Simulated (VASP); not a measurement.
# Mo (I4/mmm) in VASP: further runs, part 2 of 2

VASP 6.6.1. Earlier steps stand in the parts before.

## (3) Single point, LDA

This run uses another cell than the first one, of the same volume but with other edges.

File INCAR:

```
SYSTEM = Mo
PREC = Accurate
ENCUT = 520
EDIFF = 1E-7
ISMEAR = 0
SIGMA = 0.15
LREAL = .False.
LASPH = .True.
NELM = 80
ALGO = Fast
ISIF = 2
LWAVE = .False.
LCHARG = .True.
LELF = .True.
LVHAR = .True.
NBANDS = 13
```

File KPOINTS:

```
Automatic mesh
0
Gamma
  22 22 22
  0 0 0
```

File POSCAR:

```
Mo
1.0
    0.0000000000      2.1271693918      1.8080939831
    2.1271693918      0.0000000000      1.8080939831
    2.1271693918      2.1271693918      0.0000000000
Mo
1
Direct
    0.0000000000      0.0000000000      0.0000000000
```

Potentials or basis: VASP PAW LDA potentials, release 64 (Mo_sv).

Launch:

```bash
> cat potpaw_LDA.64/Mo_sv/POTCAR > POTCAR
> mpirun -np 1 vasp_std > vasp.out
```

OUTCAR:

```text
SYSTEM = Mo
   PREC = Accurate
   ENCUT = 520
   EDIFF = 1E-7
   ISMEAR = 0
   LREAL = .False.
   LASPH = .True.
   NELM = 80
   ISIF = 2

 ion  position               nearest neighbor table
   1  0.000  0.000  0.000-

  LATTYP: Found a body centered tetragonal cell.
 ALAT       =     3.0082718033
 C/A-ratio  =     1.2020815281

  Lattice vectors:

 A1 = (   0.0000000000,  -2.1271693918,  -1.8080939831)
 A2 = (   0.0000000000,   2.1271693918,  -1.8080939831)
 A3 = (   2.1271693918,   0.0000000000,   1.8080939831)

Analysis of symmetry for initial positions (statically):
=====================================================================
 Subroutine PRICEL returns:
 Original cell was already a primitive cell.

 Routine SETGRP: Setting up the symmetry group for a
 body centered tetragonal supercell.

 Subroutine GETGRP returns: Found 16 space group operations
 (whereof 16 operations were pure point group operations)
 out of a pool of 16 trial point group operations.

The static configuration has the point symmetry D_4h.

Analysis of symmetry for dynamics (positions and initial velocities):
=====================================================================
 Subroutine PRICEL returns:
 Original cell was already a primitive cell.

 Routine SETGRP: Setting up the symmetry group for a
 body centered tetragonal supercell.

 Subroutine GETGRP returns: Found 16 space group operations
 (whereof 16 operations were pure point group operations)
 out of a pool of 16 trial point group operations.

The dynamic configuration has the point symmetry D_4h.

 Subroutine INISYM returns: Found 16 space group operations
 (whereof 16 operations are pure point group operations),
 and found     1 'primitive' translations

[... 113 lines left out ...]
  volume/ion in A,a.u.               =      16.36       110.42
  Fermi-wavevector in a.u.,A,eV,Ry     =   1.554172  2.936960 32.864208  2.415451
  Thomas-Fermi vector in A             =   2.658297
   LORBIT       =      0    0 simple, 1 ext, 2 COOP (PROOUT), +10 PAW based schemes
   GGA     = CA    functional components
   LHFCALC =     F    Hartree Fock is set to
   AEXX    =    0.0000 exact exchange contribution
   IVDW    =     0    specifies the selected vdW correction
   LEPSILON=     F    determine dielectric tensor
   LRPA    =     F    only Hartree local field effects (RPA)
 non-spin polarized calculation
 RMM-DIIS sequential band-by-band and
 Gauss-broadening in eV      SIGMA  =   0.15
  energy-cutoff  :      520.00
  volume of cell :       16.36
 maximum number of plane-waves:       467
 NGX is ok and might be reduce to    24

 number of electron      14.0000001 magnetization

 Free energy of the ion-electron system (eV)
  ---------------------------------------------------
  ext. energy  EPLUGINS =         0.00000000
  ---------------------------------------------------
  free energy    TOTEN  =       -11.81434211 eV

  energy without entropy =      -11.80178072  energy(sigma->0) =      -11.80806141

 E-fermi :  11.6388     XC(G=0): -13.3434

 val. band max:       11.6384460365   @ k =   0.3636   0.1818   0.0455
 cond. band min:      11.6389291756   @ k =  -0.4091   0.0000   0.0909
 fundamental gap:      0.0004831391
 Fermi energy:        11.6388443884

 k-point     1 :       0.0000    0.0000    0.0000
  band No.  band energies     occupation
      1     -49.1387      2.00000
      2     -22.6935      2.00000
      3     -22.6935      2.00000
      4     -22.6723      2.00000
      5       4.6655      2.00000
      6      10.2098      2.00000
      7      10.2098      2.00000
      8      11.8677      0.03094
      9      11.8928      0.01664
     10      13.9103      0.00000
     11      24.8633      0.00000
     12      27.9063      0.00000
     13      27.9063      0.00000
[... 354 lines left out ...]
  band No.  band energies     occupation
      1     -48.9227      2.00000
      2     -23.9047      2.00000
      3     -22.9866      2.00000
      4     -22.7415      2.00000
      5       6.8468      2.00000
      6       9.5107      2.00000
      7      11.3750      1.98713
      8      12.6773      0.00000
      9      14.8529      0.00000
     10      15.6019      0.00000
     11      22.3451      0.00000
     12      24.2319      0.00000
     13      29.6111      0.00000

 [... further k-points ...]
[... 5 lines left out ...]
  --------------------------------------------------------------------------------------
  -------------------------------------------------------------------------------------
  Total       -0.7930384     -0.7930384     -3.4435861      0.0000000     -0.0000000      0.0000000
  in kB      -77.6514618    -77.6514618   -337.1835527      0.0000000     -0.0000000      0.0000000
  external PRESSURE =    -164.1621588 kB  Pullay stress =       0.0000000 kB

 VOLUME and BASIS-vectors are now :
 -----------------------------------------------------------------------------
  energy-cutoff  :      520.00
  volume of cell :       16.36
      direct lattice vectors                 reciprocal lattice vectors
     0.000000000  2.127169392  1.808093983    -0.235054153  0.235054153  0.276534298
     2.127169392  0.000000000  1.808093983     0.235054153 -0.235054153  0.276534298
     2.127169392  2.127169392  0.000000000     0.235054153  0.235054153 -0.276534298

 POSITION                                       TOTAL-FORCE (eV/Angst)
 -----------------------------------------------------------------------------------
      0.00000      0.00000      0.00000        -0.000000      0.000000      0.000000
 -----------------------------------------------------------------------------------
    total drift:                                0.000000     -0.000000     -0.000000

  FREE ENERGIE OF THE ION-ELECTRON SYSTEM (eV)
  ---------------------------------------------------
  free  energy   TOTEN  =       -11.8143421088 eV

  energy  without entropy=      -11.8017807191  energy(sigma->0) =      -11.80806141
```

OSZICAR:

```text
N       E                     dE             d eps       ncg     rms          rms(c)
DAV:   1     0.957968875663E+02    0.95797E+02   -0.78596E+03 21769   0.110E+03
DAV:   2    -0.113220017112E+02   -0.10712E+03   -0.10328E+03 24144   0.319E+02
DAV:   3    -0.125758727748E+02   -0.12539E+01   -0.12503E+01 24429   0.354E+01
DAV:   4    -0.125790027551E+02   -0.31300E-02   -0.31299E-02 24069   0.210E+00
DAV:   5    -0.125790253894E+02   -0.22634E-04   -0.22633E-04 24474   0.161E-01    0.138E+01
RMM:   6    -0.119061026279E+02    0.67292E+00   -0.79300E-01 21685   0.837E+00    0.324E+00
RMM:   7    -0.118201558497E+02    0.85947E-01   -0.17192E-01 22304   0.369E+00    0.109E+00
RMM:   8    -0.118145205505E+02    0.56353E-02   -0.10493E-02 24312   0.119E+00    0.172E-01
RMM:   9    -0.118143222383E+02    0.19831E-03   -0.12356E-03 24358   0.364E-01    0.665E-02
RMM:  10    -0.118143422467E+02   -0.20008E-04   -0.12495E-04 24642   0.123E-01    0.182E-02
RMM:  11    -0.118143413594E+02    0.88726E-06   -0.38909E-05 24661   0.678E-02    0.218E-03
RMM:  12    -0.118143419364E+02   -0.57698E-06   -0.61641E-06 24737   0.287E-02    0.355E-03
RMM:  13    -0.118143421142E+02   -0.17779E-06   -0.20249E-06 24728   0.146E-02    0.129E-03
RMM:  14    -0.118143421088E+02    0.53342E-08   -0.35698E-07 17159   0.688E-03
   1 F= -.11814342E+02 E0= -.11808061E+02  d E =-.125614E-01
```

Run time: 3.7 min. Hardware: 1 thread of Intel Xeon 8259CL, shared host; peak memory 0.27 GiB.

What came out:

| Property | Result |
| --- | --- |
| Free energy | -11.8143 eV |
| Pressure | -16.4 GPa |
| Band gap on the k mesh | zero (bands 7 and 8 overlap by 4.48 eV) |

Stress tensor (GPa, compression positive):
```
 -7.77   0.00   0.00
  0.00  -7.77   0.00
  0.00   0.00 -33.72
```

Caveat: the stress differs along the axes, from -34 to -8 GPa.

## (4) Single point, LDA

This run uses another cell than the first one, of the same volume but with other edges.

File INCAR:

```
PREC = Accurate
ENCUT = 520
EDIFF = 1E-7
ISMEAR = 0
SIGMA = 0.15
LREAL = F
LASPH = T
NELM = 80
ALGO = Fast
ISIF = 2
LWAVE = F
LCHARG = F
GGA = CA
NBANDS = 13
```

File KPOINTS:

```
regular mesh
0
Gamma
  22 22 22
```

File POSCAR:

```
Mo
1.0
    0.0000000000      1.8961875982      2.2754251178
    1.8961875982      0.0000000000      2.2754251178
    1.8961875982      1.8961875982      0.0000000000
Mo
1
Direct
    0.0000000000      0.0000000000      0.0000000000
```

Launch:

```bash
> cat potpaw_LDA.64/Mo_sv/POTCAR > POTCAR
> mpirun -np 1 vasp_std > vasp.out
```

Wall time 2.9 min (1 thread of Intel Xeon 8259CL, shared host); peak memory 0.27 GiB.

It converged, with:

```yaml
Free_energy: -11.7397 eV
Pressure: -14.7 GPa
Band_gap_on_the_k_mesh: zero (bands 7 and 8 overlap by 3.36 eV)
```

Stress tensor (GPa, compression positive):
```
-16.73   0.00   0.00
  0.00 -16.73   0.00
  0.00   0.00 -10.58
```

Levels at points of the mesh, in eV from the Fermi level:
```
           k point  band 3  band 4  band 5  band 6  band 7  band 8  band 9  band 10  band 11  band 12
(0.00, 0.00, 0.00)  -34.23  -34.23   -6.97   -2.42   -0.29   -0.08   -0.08     2.94    13.26    14.78
(0.50, 0.00, 0.00)  -34.68  -34.24   -4.87   -2.18   -0.08    1.31    3.08     3.87    10.69    12.12
(0.50, 0.50, 0.00)  -34.46  -34.46   -5.04   -4.36    1.48    3.84    3.91     3.91    10.71    13.86
(0.50, 0.00, 0.50)  -35.11  -34.70   -5.24   -4.38    2.70    3.00    4.84     5.43    10.09    12.64
```

Caveat: the stress differs along the axes, from -17 to -11 GPa.

## (5) Summary

| cell | further INCAR settings | gap on the mesh (eV) | pressure (GPa) |
| --- | --- | --- | --- |
| a = 3.109, b = 3.109, c = 2.539 Å, angles 65.9, 65.9, 48.2°, 1 atom | ALGO = Fast; EDIFF = 1e-06; NBANDS = 13 | none | -8.8 |
| a = 2.792, b = 2.792, c = 3.008 Å, angles 57.4, 57.4, 65.2°, 1 atom | ALGO = Fast; EDIFF = 1e-07; NBANDS = 13 | none | -16.4 |
| a = 2.962, b = 2.962, c = 2.682 Å, angles 63.1, 63.1, 53.8°, 1 atom | ALGO = Fast; EDIFF = 1e-07; NBANDS = 13 | none | -14.7 |

Alike in all rows: task single point; level LDA; potentials or basis VASP PAW LDA potentials, release 64 (Mo_sv); no spin polarisation; k mesh 22 × 22 × 22; cutoff (eV) 520; smearing gaussian 0.15 eV.

Caveats: the stress differs along the axes, from -29 to 1 GPa (at least some runs); the stress differs along the axes, from -34 to -8 GPa (at least some runs); the stress differs along the axes, from -17 to -11 GPa (at least some runs).

Total energies depend on the potentials used, so only differences within one code and one set of settings carry meaning.

The gap in the log of VASP goes by the Fermi energy; the results here count the filled bands.